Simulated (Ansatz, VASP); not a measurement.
# SrMg3O4: VASP beside Ansatz

INCAR

```
SYSTEM = SrMg3O4
PREC = Accurate
ENCUT = 520
EDIFF = 1E-6
ISMEAR = 0
SIGMA = 0.05
LREAL = .FALSE.
LASPH = .TRUE.
NELM = 100
ALGO = Normal
ISIF = 2
LWAVE = .FALSE.
LCHARG = .TRUE.
GGA = PS
LELF = .TRUE.
LVHAR = .TRUE.
NBANDS = 30
```

KPOINTS

```
regular mesh
0
G
  8 8 4
  0 0 0
```

Contents of POSCAR:

```
SrMg3O4
1.0
    3.2586270012      0.0000000000      0.0000000000
    0.0000000000      3.2586270012      0.0000000000
    0.0000000000      0.0000000000      8.8752272716
Sr Mg O
1 3 4
Direct
    0.0000000000      0.0000000000      0.0000000000
    0.5000000000      0.5000000000      0.7281965520
    0.0000000000      0.0000000000      0.5000000000
    0.5000000000      0.5000000000      0.2718034480
    0.0000000000      0.0000000000      0.2745718602
    0.5000000000      0.5000000000      0.0000000000
    0.0000000000      0.0000000000      0.7254281398
    0.5000000000      0.5000000000      0.5000000000
```

Input for Ansatz:

```yaml
crystal:
  lattice:
    - [3.2586270012, 0.0, 0.0]
    - [0.0, 3.2586270012, 0.0]
    - [0.0, 0.0, 8.8752272716]
  atoms:
    - { symbol: Sr, position: [0.0, 0.0, 0.0] }
    - { symbol: Mg, position: [0.5, 0.5, 0.728196552] }
    - { symbol: Mg, position: [0.0, 0.0, 0.5] }
    - { symbol: Mg, position: [0.5, 0.5, 0.271803448] }
    - { symbol: O, position: [0.0, 0.0, 0.2745718602] }
    - { symbol: O, position: [0.5, 0.5, 0.0] }
    - { symbol: O, position: [0.0, 0.0, 0.7254281398] }
    - { symbol: O, position: [0.5, 0.5, 0.5] }
basis:
  ecutwfc: 420
kpoints:
  mp_grid: { grid: [8, 8, 4] }
hamiltonian:
  xc: pbesol
scf:
  occupations: { method: gaussian, width: 0.05 }
output:
  forces: true
  stress: true
  eigenvalues: true
  write_density: true
  write_potential: true
  elf: true
  volumetric_format: npy
```

Alike in both runs: task single point; functional PBEsol; k mesh 8 × 8 × 4; occupations gaussian, width 0.05 eV; no spin polarisation.

```csv
,VASP,Ansatz
version,VASP 6.6.1,Ansatz 0.2.0
potentials or method,"VASP PAW PBE potentials, release 64 (Sr_sv, Mg, O), cutoff 520 eV","scalar-relativistic, plane waves, PAW"
valence electrons in the cell,40,64
```

```tsv
	VASP	Ansatz	Ansatz less VASP
gap on the k mesh at the Fermi level (eV)	2.17	2.18	+0.011
least direct gap on the mesh (eV)	2.44	2.49	+0.044
pressure (GPa)	0.2	0.0	-0.23
traceless stress, the component that is largest in VASP (GPa)	-0.22	-0.01	+0.210
rms of the force components (eV/Å)	0.012	0.000	-0.0121
```

VASP's potentials were made for PBE, not for PBEsol. Atom by atom the forces differ by 0.012 eV/Å (rms over components). VASP's potentials hold 40 valence electrons a cell and Ansatz's 64, so a difference there can come from the potentials and not from the codes.
